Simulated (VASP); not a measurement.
# InFe2B (P4/mmm) in VASP: further runs, part 2 of 3

VASP 6.6.1.

## (3) Single point, PBE, collinear spin, ferromagnetic start

This run uses another cell than the first one, of 21.42 Å³/atom.

The input, INCAR:

```
ALGO     = Normal         # electronic algorithm
EDIFF    = 1E-6           # SCF threshold, eV
ENCUT    = 520            # plane-wave cutoff, eV
GGA      = PE             # functional
ISIF     = 2              # what is computed and relaxed
ISMEAR   = 0              # smearing method
ISPIN    = 2              # spin polarisation
LASPH    = T              # aspherical terms in the spheres
LCHARG   = T              # write CHGCAR
LELF     = T              # ELF
LMAXMIX  = 4              # l up to which the mixer works
LORBIT   = 11             # projections on sites
LREAL    = F              # projectors in reciprocal space
LVHAR    = T            
LWAVE    = F              # write WAVECAR
MAGMOM   = 0 4 4 0        # initial moments
NBANDS   = 28             # bands
NELM     = 150            # most SCF steps
PREC     = Accurate       # precision mode
SIGMA    = 0.1            # smearing width, eV
```

The input, KPOINTS:

```
k-points
0
Gamma
  4 4 4
```

The input, POSCAR:

```
InFe2B
1.0
    4.5540000000      0.0000000000      0.0000000000
    0.0000000000      4.5540000000      0.0000000000
    0.0000000000      0.0000000000      4.1305065100
In Fe B
1 2 1
Direct
    0.5000000000      0.5000000000      0.5000000000
    0.5000000000      0.0000000000      0.0000000000
    0.0000000000      0.5000000000      0.0000000000
    0.0000000000      0.0000000000      0.0000000000
```

Potentials or basis: VASP PAW PBE potentials, release 64 (In_d, Fe, B).

The run is started by

```
$ cat potpaw_PBE.64/In_d/POTCAR potpaw_PBE.64/Fe/POTCAR potpaw_PBE.64/B/POTCAR > POTCAR
$ mpirun -np 1 vasp_std > vasp.out
```

OUTCAR:

```text
EDIFF = 1E-6
   ENCUT = 520
   GGA = PE
   ISIF = 2
   ISMEAR = 0
   ISPIN = 2
   LASPH = T
   LORBIT = 11
   LREAL = F
   NELM = 150
   PREC = Accurate

 ion  position               nearest neighbor table
   1  0.500  0.500  0.500-   2 3.07   3 3.07   2 3.07   3 3.07   2 3.07   2 3.07   3 3.07   3 3.07

   2  0.500  0.000  0.000-   4 2.28   4 2.28   1 3.07   1 3.07   1 3.07   1 3.07
   3  0.000  0.500  0.000-   4 2.28   4 2.28   1 3.07   1 3.07   1 3.07   1 3.07
   4  0.000  0.000  0.000-   2 2.28   3 2.28   3 2.28   2 2.28

  LATTYP: Found a simple tetragonal cell.
 ALAT       =     4.5540000000
 C/A-ratio  =     0.9070062604

  Lattice vectors:

 A1 = (   4.5540000000,   0.0000000000,   0.0000000000)
 A2 = (   0.0000000000,   4.5540000000,   0.0000000000)
 A3 = (   0.0000000000,   0.0000000000,   4.1305065100)

Analysis of symmetry for initial positions (statically):
=====================================================================
 Subroutine PRICEL returns:
 Original cell was already a primitive cell.

 Routine SETGRP: Setting up the symmetry group for a
 simple tetragonal supercell.

 Subroutine GETGRP returns: Found 16 space group operations
 (whereof 16 operations were pure point group operations)
 out of a pool of 16 trial point group operations.

The static configuration has the point symmetry D_4h.

Analysis of symmetry for dynamics (positions and initial velocities):
=====================================================================
 Subroutine PRICEL returns:
 Original cell was already a primitive cell.

 Routine SETGRP: Setting up the symmetry group for a
 simple tetragonal supercell.

 Subroutine GETGRP returns: Found 16 space group operations
 (whereof 16 operations were pure point group operations)
 out of a pool of 16 trial point group operations.

The dynamic configuration has the point symmetry D_4h.

Analysis of structural, dynamic, and magnetic symmetry:
=====================================================================
 Subroutine PRICEL returns:
 Original cell was already a primitive cell.

 Routine SETGRP: Setting up the symmetry group for a
 simple tetragonal supercell.

 Subroutine GETGRP returns: Found 16 space group operations
 (whereof 16 operations were pure point group operations)
 out of a pool of 16 trial point group operations.

The overall configuration has the point symmetry D_4h.

 Subroutine INISYM returns: Found 16 space group operations
 (whereof 16 operations are pure point group operations),
 and found     1 'primitive' translations

----------------------------------------------------------------------------------------

                                     Primitive cell

  volume of cell :      85.6622

  direct lattice vectors                    reciprocal lattice vectors
     4.554000000  0.000000000  0.000000000     0.219587176  0.000000000  0.000000000
     0.000000000  4.554000000  0.000000000     0.000000000  0.219587176  0.000000000
     0.000000000  0.000000000  4.130506510     0.000000000  0.000000000  0.242101059

  length of vectors
     4.554000000  4.554000000  4.130506510     0.219587176  0.219587176  0.242101059

  position of ions in fractional coordinates (direct lattice)
[... 74 lines left out ...]
   ENCUT  =  520.0 eV  38.22 Ry    6.18 a.u.   8.47  8.47  7.68*2*pi/ulx,y,z
   NELM   =    150;   NELMIN=  2; NELMDL= -5     # of ELM steps
   EDIFF  = 0.1E-05   stopping-criterion for ELM
   LREAL  =      F    real-space projection
   EDIFFG = 0.1E-04   stopping-criterion for IOM
   NSW    =      0    number of steps for IOM
   IBRION =     -1    ionic relax: 0-MD 1-quasi-New 2-CG
   NFREE  =      0    steps in history (QN), initial steepest desc. (CG)
   ISIF   =      2    stress and relaxation
   ISYM   =      2    0-nonsym 1-usesym 2-fastsym
   POTIM  = 0.5000    time-step for ionic-motion
   TEBEG  =    0.0;   TEEND  =   0.0 temperature during run
   PSTRESS=    0.0 pullay stress
   NELECT =      32.0000    total number of electrons
   NUPDOWN=      -1.0000    fix difference up-down
   EMIN   =  10.00;   EMAX   =-10.00  energy-range for DOS
   EFERMI =   0.00;   METHOD = LEGACY
   ISMEAR =     0;   SIGMA  =   0.10  broadening in eV -4-tet -1-fermi 0-gaus
   EFERMI_NEDOS =   21; number of points for ismear=-14 and -15
   IALGO  =     38    algorithm
   IMIX   =      4    mixing-type and parameters
     AMIX     =   0.40;   BMIX     =  1.00
     AMIX_MAG =   1.60;   BMIX_MAG =  1.00
  volume/ion in A,a.u.               =      21.42       144.52
  Fermi-wavevector in a.u.,A,eV,Ry     =   1.179040  2.228062 18.913924  1.390134
  Thomas-Fermi vector in A             =   2.315358
   LORBIT       =     11    0 simple, 1 ext, 2 COOP (PROOUT), +10 PAW based schemes
   GGA     = PE    functional components
   LHFCALC =     F    Hartree Fock is set to
   AEXX    =    0.0000 exact exchange contribution
   IVDW    =     0    specifies the selected vdW correction
   LEPSILON=     F    determine dielectric tensor
   LRPA    =     F    only Hartree local field effects (RPA)
 spin polarized calculation
 Gauss-broadening in eV      SIGMA  =   0.10
  energy-cutoff  :      520.00
  volume of cell :       85.66
 maximum number of plane-waves:      2323
 NGX is ok and might be reduce to    36
   NGX = 17   NGY = 17   NGZ = 15

 number of electron      31.9999992 magnetization       5.1882874

 Free energy of the ion-electron system (eV)
  ---------------------------------------------------
  ext. energy  EPLUGINS =         0.00000000
  ---------------------------------------------------
  free energy    TOTEN  =       -21.72669279 eV

  energy without entropy =      -21.69859715  energy(sigma->0) =      -21.71264497

 E-fermi :   3.0205     XC(G=0):  -9.6170

 val. band max:        3.0193492531   @ k =   0.2500   0.2500   0.0000
 cond. band min:       3.0545122563   @ k =   0.2500   0.2500   0.0000
 fundamental gap:      0.0351630033
 Fermi energy:         3.0204844172

 spin component 1

 k-point     1 :       0.0000    0.0000    0.0000
  band No.  band energies     occupation
      1     -11.0870      1.00000
      2     -11.0447      1.00000
      3     -11.0387      1.00000
      4     -11.0387      1.00000
      5     -11.0277      1.00000
      6      -4.8564      1.00000
[... 547 lines left out ...]
     27      14.1656      0.00000
     28      15.4909      0.00000
 Fermi energy:         3.0204844172

 spin component 2

 k-point     1 :       0.0000    0.0000    0.0000
  band No.  band energies     occupation
      1     -11.0975      1.00000
      2     -11.0655      1.00000
      3     -11.0557      1.00000
      4     -11.0557      1.00000
      5     -11.0422      1.00000
      6      -4.9882      1.00000
[... 547 lines left out ...]
     27      14.1109      0.00000
     28      15.3416      0.00000

------------------------ aborting loop because EDIFF is reached ----------------------------------------

  FORCE on cell =-STRESS in cart. coord.  units (eV):
  Direction    XX          YY          ZZ          XY          YZ          ZX
  --------------------------------------------------------------------------------------
  -------------------------------------------------------------------------------------
  Total      -11.6519019    -11.6519019     -4.2627687      0.0000000     -0.0000000      0.0000000
  in kB     -217.9305109   -217.9305109    -79.7283883      0.0000000     -0.0000000      0.0000000
  external PRESSURE =    -171.8631367 kB  Pullay stress =       0.0000000 kB

 VOLUME and BASIS-vectors are now :
 -----------------------------------------------------------------------------
  energy-cutoff  :      520.00
  volume of cell :       85.66
      direct lattice vectors                 reciprocal lattice vectors
     4.554000000  0.000000000  0.000000000     0.219587176  0.000000000  0.000000000
     0.000000000  4.554000000  0.000000000     0.000000000  0.219587176  0.000000000
     0.000000000  0.000000000  4.130506510     0.000000000  0.000000000  0.242101059

 POSITION                                       TOTAL-FORCE (eV/Angst)
 -----------------------------------------------------------------------------------
      2.27700      2.27700      2.06525         0.000000      0.000000      0.000000
      2.27700      0.00000      0.00000         0.000000      0.000000      0.000000
      0.00000      2.27700      0.00000         0.000000      0.000000      0.000000
      0.00000      0.00000      0.00000         0.000000      0.000000      0.000000
 -----------------------------------------------------------------------------------
    total drift:                                0.000000      0.000000     -0.000000

  FREE ENERGIE OF THE ION-ELECTRON SYSTEM (eV)
  ---------------------------------------------------
  free  energy   TOTEN  =       -21.7266927915 eV

  energy  without entropy=      -21.6985971487  energy(sigma->0) =      -21.71264497

 total charge

# of ion       s       p       d       tot
------------------------------------------
    1        0.915   0.509   9.843  11.267
    2        0.358   0.283   6.059   6.700
    3        0.358   0.283   6.059   6.700
    4        0.733   0.808   0.000   1.540
--------------------------------------------------
tot          2.364   1.882  21.961  26.207

 magnetization (x)

# of ion       s       p       d       tot
------------------------------------------
    1        0.012  -0.086   0.003  -0.071
    2        0.048  -0.011   2.816   2.852
    3        0.048  -0.011   2.816   2.852
    4       -0.036  -0.208   0.000  -0.244
--------------------------------------------------
tot          0.071  -0.316   5.635   5.390
```

Wall time 60 s (1 thread of Intel Xeon 6975P-C (Granite Rapids), shared host); peak memory 0.27 GiB.

Results:

```yaml
Free_energy: -21.7267 eV
Pressure: -17.2 GPa
Net_moment: 5.19 μB per cell
Site_moments: In -0.07; Fe +2.85; B -0.24 μB
Valence_electrons_inside_the_program's_atomic_spheres: In 11.27; Fe 6.70; B 1.54
```

Caveat: the k points lie up to 0.38 Å⁻¹ apart; spin-orbit coupling is left out, which moves the levels of the heavy elements.

(Part 2 of 3 ends here.)
